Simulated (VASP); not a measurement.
Wanted: the native input for a VASP 6.6.1 run.

```yaml
Task: single point
Functional: PBE
Potentials_or_basis: VASP PAW PBE potentials, release 64 (Si, Sb, Te)
Cutoff: 520 eV
k_mesh: 8 × 8 × 8
Occupations: gaussian, width 0.1 eV
Spin: no spin polarisation
Dipole_correction: no
Further_INCAR_settings: ALGO = Normal; EDIFF = 1e-06; NBANDS = 22
```

The structure of SiSbTe3 lies in POSCAR:

```
SiSbTe3
1.0
    5.7022877631      0.0000000000      0.0000000000
    0.0000000000      5.7022877631      0.0000000000
    0.0000000000      0.0000000000      5.7022877631
Si Sb Te
1 1 3
Direct
    0.5000000000      0.5000000000      0.5000000000
    0.0000000000      0.0000000000      0.0000000000
    0.5000000000      0.0000000000      0.0000000000
    0.0000000000      0.5000000000      0.0000000000
    0.0000000000      0.0000000000      0.5000000000
```

The input as run:

INCAR

```
  ALGO = Normal
  EDIFF = 1E-6
  ENCUT = 520
  GGA = PE
  ISIF = 2
  ISMEAR = 0
  LASPH = True
  LCHARG = True
  LELF = True
  LREAL = False
  LVHAR = True
  LWAVE = False
  NBANDS = 22
  NELM = 100
  PREC = Accurate
  SIGMA = 0.1
```

KPOINTS

```
k-points
0
Gamma
  8 8 8
```

Potentials or basis: VASP PAW PBE potentials, release 64 (Si, Sb, Te).

Run with:

```sh
$ cat potpaw_PBE.64/Si/POTCAR potpaw_PBE.64/Sb/POTCAR potpaw_PBE.64/Te/POTCAR > POTCAR
$ mpirun -np 1 vasp_std > vasp.out
```

Results of the run:

```yaml
Pressure: 0.0 GPa
```

Wall time 64 s on 1 thread of Intel(R) Xeon(R) 6975P-C (Granite Rapids) (shared host), peak memory 0.33 GiB.
